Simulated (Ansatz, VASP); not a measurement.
**Be3GeO in VASP and in Ansatz**

INCAR

```
PREC = Accurate
ENCUT = 600
EDIFF = 1E-6
ISMEAR = 0
SIGMA = 0.01
LREAL = False
LASPH = True
NELM = 80
ALGO = Normal
ISIF = 3
LWAVE = False
LCHARG = False
GGA = PE
IBRION = 2
NSW = 100
EDIFFG = -0.005
```

The input KPOINTS:

```
Automatic mesh
0
Gamma
  10 10 10
```

POSCAR

```
Be3GeO
1.0
    3.6310926057      0.0000000000      0.0000000000
    0.0000000000      3.6310926057      0.0000000000
    0.0000000000      0.0000000000      3.6310926057
Be Ge O
3 1 1
Direct
    0.5000000000      0.5000000000      0.0000000000
    0.0000000000      0.5000000000      0.5000000000
    0.5000000000      0.0000000000      0.5000000000
    0.0000000000      0.0000000000      0.0000000000
    0.5000000000      0.5000000000      0.5000000000
```

Input for Ansatz:

```yaml
crystal:
  lattice:
    - [3.6310926057, 0.0, 0.0]
    - [0.0, 3.6310926057, 0.0]
    - [0.0, 0.0, 3.6310926057]
  atoms:
    - { symbol: Be, position: [0.5, 0.5, 0.0] }
    - { symbol: Be, position: [0.0, 0.5, 0.5] }
    - { symbol: Be, position: [0.5, 0.0, 0.5] }
    - { symbol: Ge, position: [0.0, 0.0, 0.0] }
    - { symbol: O, position: [0.5, 0.5, 0.5] }
basis:
  ecutwfc: 420
kpoints:
  mp_grid: { grid: [10, 10, 10] }
hamiltonian:
  xc: pbe
scf:
  occupations: { method: gaussian, width: 0.01 }
output:
  forces: true
  stress: true
  eigenvalues: true
relax:
  adjacent_minimum: "off"
  f_tol: 0.005
  max_steps: 80
  cell: { stress_tol: 0.05 }
```

Alike in both runs: task relaxation of cell and atoms; functional PBE; k mesh 10 × 10 × 10; occupations gaussian, width 0.01 eV; no spin polarisation.

|  | VASP | Ansatz |
| --- | --- | --- |
| version | VASP 6.6.1 | Ansatz 0.2.0 |
| potentials or method | VASP PAW PBE potentials, release 64 (Be, Ge_d, O), cutoff 600 eV | scalar-relativistic, plane waves, PAW |
| valence electrons in the cell | 26 | 26 |

Ansatz gave:

```
gap on the k mesh at the Fermi level, each at its own relaxed structure (eV) : none
relaxed volume (Å³/atom)                                                     : 9.60
relaxed length of the cell vector where the two differ most in proportion (Å)              : 3.634
```

Task: Estimate VASP's values.

Result: gap on the k mesh at the Fermi level, each at its own relaxed structure (eV): none; relaxed volume (Å³/atom): 9.60; relaxed length of the cell vector where the two differ most in proportion (Å): 3.635.

A gap of «none» marks a metal or a gap that the smearing closes.
